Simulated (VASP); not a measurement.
# Mg (Im-3m) in VASP: further runs

Mg is run at these levels: PBE; tasks: single point.

All numbers are computed with VASP 6.6.1; they aren't measurements. Logs are shortened: lines on timing, memory, paths and dates and some standing lists are left out, and cuts for length are marked.

### 1 The cell of the first run

Symmetry: Im-3m, No. 229, cubic system. The conventional cell has a = 3.019 Å, b = 3.019 Å, c = 3.019 Å, α = 90.00°, β = 90.00°, γ = 90.00°. Mg (site symmetry m-3m) has 14 Mg at 2.61 to 3.02 Å within 3.4 Å.

### 2 Single point, PBE (volume scaled by 0.6)

The input, INCAR:

```
PREC = Accurate ; ENCUT = 600
EDIFF = 1E-6 ; ISMEAR = -1
SIGMA = 0.05 ; LREAL = F
LASPH = T ; NELM = 120
ALGO = Normal ; ISIF = 2
LWAVE = F ; LCHARG = F
GGA = PE ; NBANDS = 7
GGA_COMPAT = F
```

The input, KPOINTS:

```
Automatic mesh
0
Gamma
  17 17 17
```

The input, POSCAR:

```
Mg
1.0
   -1.5096269710      1.5096269710      1.5096269710
    1.5096269710     -1.5096269710      1.5096269710
    1.5096269710      1.5096269710     -1.5096269710
Mg
1
Direct
    0.0000000000      0.0000000000      0.0000000000
```

Potentials or basis: VASP PAW PBE potentials, release 64 (Mg).

Started as:

```bash
cat potpaw_PBE.64/Mg/POTCAR > POTCAR
mpirun -np 1 vasp_std > vasp.out
```

OUTCAR:

```text
PREC = Accurate
   ENCUT = 600
   EDIFF = 1E-6
   ISMEAR = -1
   LREAL = F
   LASPH = T
   NELM = 120
   ISIF = 2
   GGA = PE

 ion  position               nearest neighbor table
   1  0.000  0.000  0.000-

  LATTYP: Found a body centered cubic cell.
 ALAT       =     3.0192539420

  Lattice vectors:

 A1 = (  -1.5096269710,   1.5096269710,   1.5096269710)
 A2 = (   1.5096269710,  -1.5096269710,   1.5096269710)
 A3 = (   1.5096269710,   1.5096269710,  -1.5096269710)

Analysis of symmetry for initial positions (statically):
=====================================================================
 Subroutine PRICEL returns:
 Original cell was already a primitive cell.

 Routine SETGRP: Setting up the symmetry group for a
 body centered cubic supercell.

 Subroutine GETGRP returns: Found 48 space group operations
 (whereof 48 operations were pure point group operations)
 out of a pool of 48 trial point group operations.

The static configuration has the point symmetry O_h .

Analysis of symmetry for dynamics (positions and initial velocities):
=====================================================================
 Subroutine PRICEL returns:
 Original cell was already a primitive cell.

 Routine SETGRP: Setting up the symmetry group for a
 body centered cubic supercell.

 Subroutine GETGRP returns: Found 48 space group operations
 (whereof 48 operations were pure point group operations)
 out of a pool of 48 trial point group operations.

The dynamic configuration has the point symmetry O_h .

 Subroutine INISYM returns: Found 48 space group operations
 (whereof 48 operations are pure point group operations),
 and found     1 'primitive' translations

----------------------------------------------------------------------------------------

                                     Primitive cell

  volume of cell :      13.7616

  direct lattice vectors                    reciprocal lattice vectors
    -1.509626971  1.509626971  1.509626971     0.000000000  0.331207649  0.331207649
     1.509626971 -1.509626971  1.509626971     0.331207649  0.000000000  0.331207649
     1.509626971  1.509626971 -1.509626971     0.331207649  0.331207649  0.000000000

  length of vectors
     2.614750614  2.614750614  2.614750614     0.468398349  0.468398349  0.468398349

  position of ions in fractional coordinates (direct lattice)
     0.000000000  0.000000000  0.000000000

  ion indices of the primitive-cell ions
   primitive index   ion index
                 1           1

----------------------------------------------------------------------------------------

 KPOINTS: Automatic mesh

Automatic generation of k-mesh.
 Grid dimensions read from file:
 generate k-points for:   17   17   17

 Generating k-lattice:

  Cartesian coordinates                     Fractional coordinates (reciprocal lattice)
     0.000000000  0.019482803  0.019482803     0.058823529  0.000000000  0.000000000
     0.019482803  0.000000000  0.019482803     0.000000000  0.058823529  0.000000000
     0.019482803  0.019482803  0.000000000     0.000000000  0.000000000  0.058823529

  Length of vectors
     0.027552844  0.027552844  0.027552844

  Shift w.r.t. Gamma in fractional coordinates (k-lattice)
     0.000000000  0.000000000  0.000000000

 Subroutine IBZKPT returns following result:
 ===========================================

 Found    165 irreducible k-points:

 Following reciprocal coordinates:
            Coordinates               Weight
  0.000000  0.000000  0.000000      1.000000
  0.058824  0.000000  0.000000     12.000000
  0.117647  0.000000  0.000000     12.000000
  0.176471  0.000000  0.000000     12.000000
  0.235294  0.000000  0.000000     12.000000
  0.294118  0.000000  0.000000     12.000000
[... 16 lines left out ...]
  0.411765  0.117647  0.000000     48.000000
  0.176471  0.176471  0.000000     24.000000
 [... further k-points ...]
   k-points           NKPTS =    165   k-points in BZ     NKDIM =    165   number of bands    NBANDS=      7
   number of dos      NEDOS =    301   number of ions     NIONS =      1
   total plane-waves  NPLWV =  13824
   dimension x,y,z NGX =    24 NGY =   24 NGZ =   24
   dimension x,y,z NGXF=    48 NGYF=   48 NGZF=   48
   ions per type =               1
   NGX,Y,Z   is equivalent  to a cutoff of  15.26, 15.26, 15.26 a.u.
   NGXF,Y,Z  is equivalent  to a cutoff of  30.52, 30.52, 30.52 a.u.
 SYSTEM =  unknown system
   PREC   = accura    normal or accurate (medium, high low for compatibility)
   ISTART =      0    job   : 0-new  1-cont  2-samecut
   ICHARG =      2    charge: 1-file 2-atom 10-const
   ISPIN  =      1    spin polarized calculation?
   LNONCOLLINEAR =      F non collinear calculations
   LSORBIT =      F    spin-orbit coupling
   LASPH  =      T    aspherical Exc in radial PAW
   ENCUT  =  600.0 eV  44.10 Ry    6.64 a.u.   5.22  5.22  5.22*2*pi/ulx,y,z
   NELM   =    120;   NELMIN=  2; NELMDL= -5     # of ELM steps
   EDIFF  = 0.1E-05   stopping-criterion for ELM
   LREAL  =      F    real-space projection
   EDIFFG = 0.1E-04   stopping-criterion for IOM
   NSW    =      0    number of steps for IOM
   IBRION =     -1    ionic relax: 0-MD 1-quasi-New 2-CG
   NFREE  =      0    steps in history (QN), initial steepest desc. (CG)
   ISIF   =      2    stress and relaxation
   ISYM   =      2    0-nonsym 1-usesym 2-fastsym
   POTIM  = 0.5000    time-step for ionic-motion
   TEBEG  =    0.0;   TEEND  =   0.0 temperature during run
   PSTRESS=    0.0 pullay stress
   NELECT =       2.0000    total number of electrons
   NUPDOWN=      -1.0000    fix difference up-down
   EMIN   =  10.00;   EMAX   =-10.00  energy-range for DOS
   EFERMI =   0.00;   METHOD = LEGACY
   ISMEAR =    -1;   SIGMA  =   0.05  broadening in eV -4-tet -1-fermi 0-gaus
   EFERMI_NEDOS =   21; number of points for ismear=-14 and -15
   IALGO  =     38    algorithm
   IMIX   =      4    mixing-type and parameters
     AMIX     =   0.40;   BMIX     =  1.00
     AMIX_MAG =   1.60;   BMIX_MAG =  1.00
  volume/ion in A,a.u.               =      13.76        92.87
  Fermi-wavevector in a.u.,A,eV,Ry     =   0.860720  1.626525 10.079723  0.740839
  Thomas-Fermi vector in A             =   1.978267
   LORBIT       =      0    0 simple, 1 ext, 2 COOP (PROOUT), +10 PAW based schemes
   GGA     = PE    functional components
   LHFCALC =     F    Hartree Fock is set to
   AEXX    =    0.0000 exact exchange contribution
   IVDW    =     0    specifies the selected vdW correction
   LEPSILON=     F    determine dielectric tensor
   LRPA    =     F    only Hartree local field effects (RPA)
 non-spin polarized calculation
  energy-cutoff  :      600.00
  volume of cell :       13.76
 maximum number of plane-waves:       472
 NGX is ok and might be reduce to    24
   NGX = 11   NGY = 11   NGZ = 11

 number of electron       2.0000000 magnetization

 Free energy of the ion-electron system (eV)
  ---------------------------------------------------
  ext. energy  EPLUGINS =         0.00000000
  ---------------------------------------------------
  free energy    TOTEN  =        -0.56217293 eV

  energy without entropy =       -0.56015731  energy(sigma->0) =       -0.56116512

 E-fermi :   6.0181     XC(G=0): -10.2407

 val. band max:        5.9719264245   @ k =  -0.4706   0.4706   0.1176
 cond. band min:       6.1144071167   @ k =  -0.4118  -0.4118   0.0588
 fundamental gap:      0.1424806922
 Fermi energy:         6.0180758379

 k-point     1 :       0.0000    0.0000    0.0000
  band No.  band energies     occupation
      1      -3.4570      2.00000
      2      22.9088      0.00000
      3      22.9088      0.00000
      4      22.9088      0.00000
      5      25.5396      0.00000
      6      25.5396      0.00000
      7      27.2200      0.00000

 k-point     2 :       0.0588    0.0000    0.0000
  band No.  band energies     occupation
      1      -3.3417      2.00000
      2      21.7956      0.00000
      3      22.2757      0.00000
      4      22.7458      0.00000
      5      24.5684      0.00000
      6      24.7712      0.00000
      7      27.9942      0.00000

 k-point     3 :       0.1176    0.0000    0.0000
  band No.  band energies     occupation
      1      -2.9974      2.00000
      2      19.2777      0.00000
      3      21.0743      0.00000
      4      22.3417      0.00000
      5      23.6446      0.00000
      6      24.3034      0.00000
      7      28.8678      0.00000

 k-point     4 :       0.1765    0.0000    0.0000
  band No.  band energies     occupation
      1      -2.4281      2.00000
      2      16.6119      0.00000
      3      19.8710      0.00000
      4      21.8480      0.00000
      5      22.6270      0.00000
      6      24.1903      0.00000
      7      29.1593      0.00000

 k-point     5 :       0.2353    0.0000    0.0000
  band No.  band energies     occupation
      1      -1.6408      2.00000
      2      14.0532      0.00000
      3      18.8154      0.00000
      4      21.3698      0.00000
      5      21.7743      0.00000
      6      23.9576      0.00000
      7      29.4597      0.00000
[... 161 lines left out ...]
 k-point    22 :       0.3529    0.1176   -0.0000
  band No.  band energies     occupation
      1       2.2229      2.00000
      2       7.6103      0.00000
      3      14.3369      0.00000
      4      19.3165      0.00000
      5      21.7940      0.00000
      6      25.7942      0.00000
      7      29.1444      0.00000

 k-point    23 :       0.4118    0.1176    0.0000
  band No.  band energies     occupation
      1       3.6469      2.00000
      2       5.8539      1.92770
      3      14.1290      0.00000
      4      19.1511      0.00000
      5      21.6419      0.00000
      6      25.7241      0.00000
      7      29.6282      0.00000

 k-point    24 :       0.1765    0.1765    0.0000
  band No.  band energies     occupation
      1      -0.4261      2.00000
      2      12.6409      0.00000
      3      14.4788      0.00000
      4      19.9893      0.00000
      5      23.0861      0.00000
      6      25.8944      0.00000
      7      29.4992      0.00000

 [... further k-points ...]
[... 5 lines left out ...]
  --------------------------------------------------------------------------------------
  -------------------------------------------------------------------------------------
  Total        4.2323345      4.2323345      4.2323345      0.0000000      0.0000000      0.0000000
  in kB      492.7443256    492.7443256    492.7443256      0.0000000      0.0000000      0.0000000
  external PRESSURE =     492.7443256 kB  Pullay stress =       0.0000000 kB

 VOLUME and BASIS-vectors are now :
 -----------------------------------------------------------------------------
  energy-cutoff  :      600.00
  volume of cell :       13.76
      direct lattice vectors                 reciprocal lattice vectors
    -1.509626971  1.509626971  1.509626971     0.000000000  0.331207649  0.331207649
     1.509626971 -1.509626971  1.509626971     0.331207649  0.000000000  0.331207649
     1.509626971  1.509626971 -1.509626971     0.331207649  0.331207649  0.000000000

 POSITION                                       TOTAL-FORCE (eV/Angst)
 -----------------------------------------------------------------------------------
      0.00000      0.00000      0.00000         0.000000     -0.000000     -0.000000
 -----------------------------------------------------------------------------------
    total drift:                                0.000000     -0.000000      0.000000

  FREE ENERGIE OF THE ION-ELECTRON SYSTEM (eV)
  ---------------------------------------------------
  free  energy   TOTEN  =        -0.5621729303 eV

  energy  without entropy=       -0.5601573050  energy(sigma->0) =       -0.56116512
```

Run time: 15 s. Hardware: 1 thread of AMD EPYC 7R43 (Zen 3), shared host; peak memory 0.12 GiB.

Results:

```yaml
Free_energy: -0.5622 eV
Pressure: 49.3 GPa
Band_gap_on_the_k_mesh: zero (band 1 reaches 9.25 eV, above the bottom of band 2 at 5.18 eV)
```

(Continued in part 2 of 2.)
